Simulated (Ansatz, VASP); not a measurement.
**One calculation of CsSnI3, two programs**

The input INCAR:

```
SYSTEM = CsSnI3
PREC = Accurate ; ENCUT = 520
EDIFF = 1E-6 ; ISMEAR = 0
SIGMA = 0.02 ; LREAL = .False.
LASPH = .True. ; NELM = 80
ALGO = Normal ; ISIF = 2
LWAVE = .False. ; LCHARG = .True.
GGA = PE ; LELF = .True.
LVHAR = .True. ; NBANDS = 30
```

The input KPOINTS:

```
Automatic mesh
0
Gamma
  6 6 6
  0 0 0
```

Contents of POSCAR:

```
CsSnI3
1.0
    6.4063998092      0.0000000000      0.0000000000
    0.0000000000      6.4063998092      0.0000000000
    0.0000000000      0.0000000000      6.4063998092
Cs Sn I
1 1 3
Direct
    0.0000000000      0.0000000000      0.0000000000
    0.5000000000      0.5000000000      0.5000000000
    0.0000000000      0.5000000000      0.5000000000
    0.5000000000      0.0000000000      0.5000000000
    0.5000000000      0.5000000000      0.0000000000
```

Input for Ansatz:

```yaml
crystal:
  lattice:
    - [6.4063998092, 0.0, 0.0]
    - [0.0, 6.4063998092, 0.0]
    - [0.0, 0.0, 6.4063998092]
  atoms:
    - { symbol: Cs, position: [0.0, 0.0, 0.0] }
    - { symbol: Sn, position: [0.5, 0.5, 0.5] }
    - { symbol: I, position: [0.0, 0.5, 0.5] }
    - { symbol: I, position: [0.5, 0.0, 0.5] }
    - { symbol: I, position: [0.5, 0.5, 0.0] }
basis:
  ecutwfc: 420
kpoints:
  mp_grid: { grid: [6, 6, 6] }
hamiltonian:
  xc: pbe
scf:
  occupations: { method: gaussian, width: 0.02 }
output:
  forces: true
  stress: true
  eigenvalues: true
```

Alike in both runs: task single point; functional PBE; k mesh 6 × 6 × 6; occupations gaussian, width 0.02 eV; no spin polarisation.

|  | VASP | Ansatz |
| --- | --- | --- |
| version | VASP 6.6.1 | Ansatz 0.2.0 |
| potentials or method | VASP PAW PBE potentials, release 64 (Cs_sv, Sn_d, I), cutoff 520 eV | scalar-relativistic, plane waves, PAW |
| valence electrons in the cell | 44 | 74 |

```csv
,VASP,Ansatz,Ansatz less VASP
gap on the k mesh at the Fermi level (eV),0.70,0.70,+0.005
least direct gap on the mesh (eV),0.70,0.70,+0.005
pressure (GPa),-0.8,-0.8,+0.01
```

The functional is the same, so the differences come from potentials, cutoffs and numerics. VASP's potentials hold 44 valence electrons a cell and Ansatz's 74, so a difference there can come from the potentials and not from the codes.

Spin-orbit coupling is off throughout.
